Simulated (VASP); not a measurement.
Ni, 1 atom in the cell. The structure is tetragonal, space group I4/mmm (No. 139). Conventional cell: a = 2.767 Å, b = 2.767 Å, c = 2.546 Å, α = 90.00°, β = 90.00°, γ = 90.00°. Ni (site symmetry 4/mmm) has 14 Ni at 2.33 to 2.77 Å within 3.1 Å.  This cell differs from its parent crystal: strain +0.000 along x and y, -0.080 along z.

| Property | Result |
| --- | --- |
| Program | VASP 6.6.1 |
| Task | single point |
| Functional | r2SCAN |
| Potentials or basis | VASP PAW PBE potentials, release 64 (Ni) |
| Cutoff | 520 eV |
| k mesh | 24 × 24 × 24 |
| Occupations | gaussian, width 0.15 eV |
| Spin | collinear spin, ferromagnetic start |
| Starting moments | [0.78] μB |
| Dipole correction | no |
| Further INCAR settings | ALGO = Normal; EDIFF = 1e-07; NBANDS = 15 |

Potentials or basis: VASP PAW PBE potentials, release 64 (Ni).

The run is started by

```bash
$ cat potpaw_PBE.64/Ni/POTCAR > POTCAR
$ cp INCAR.step1 INCAR
$ mpirun -np 1 vasp_std > vasp.out
$ cp INCAR.step2 INCAR
$ mpirun -np 1 vasp_std > vasp.out
```

Hardware: 1 thread of Intel Xeon 8259CL, on a shared host.

Q: Estimate the wall time of this run.

A: Run time: 27 min on 1 thread of Intel Xeon 8259CL (shared host), peak memory 0.34 GiB. Counts: k points 1063.
